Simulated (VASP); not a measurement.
Wanted: the native input for a VASP 6.6.1 run.

- Task: single point
- Functional: PBEsol
- Potentials or basis: VASP PAW PBE potentials, release 64 (Ta_pv)
- Cutoff: 520 eV
- k mesh: 20 × 20 × 20
- Occupations: gaussian, width 0.15 eV
- Spin: no spin polarisation
- Dipole correction: no
- Further INCAR settings: ALGO = Normal; EDIFF = 1e-06; NBANDS = 12

The structure of Ta lies in POSCAR:

```
Ta
1.0
   -1.6760492000      1.6760492000      1.6512800000
    1.6760492000     -1.6760492000      1.6512800000
    1.6760492000      1.6760492000     -1.6512800000
Ta
1
Direct
    0.0000000000      0.0000000000      0.0000000000
```

This cell differs from its parent crystal: strain +0.0150 x Voigt [1, 1, 0, 0, 0, 0].

One way to write it, as run:

INCAR

```
PREC = Accurate
ENCUT = 520
EDIFF = 1E-6
ISMEAR = 0
SIGMA = 0.15
LREAL = False
LASPH = True
NELM = 60
ALGO = Normal
ISIF = 2
LWAVE = False
LCHARG = False
GGA = PS
NBANDS = 12
```

KPOINTS

```
regular mesh
0
Gamma
  20 20 20
```

Potentials or basis: VASP PAW PBE potentials, release 64 (Ta_pv).

The run is started by

```sh
$ cat potpaw_PBE.64/Ta_pv/POTCAR > POTCAR
$ mpirun -np 1 vasp_std > vasp.out
```

Results of the run:

| Quantity | Value |
| --- | --- |
| Pressure | -9.1 GPa |

Caveat: the cell differs from its parent crystal (strain +0.0150 x Voigt [1, 1, 0, 0, 0, 0]); the PAW data sets were made with another functional, which shifts forces and pressure a little.

It took 32 s on 1 thread of Intel(R) Xeon(R) 6975P-C (Granite Rapids), with other jobs on the host, peak memory 0.25 GiB.
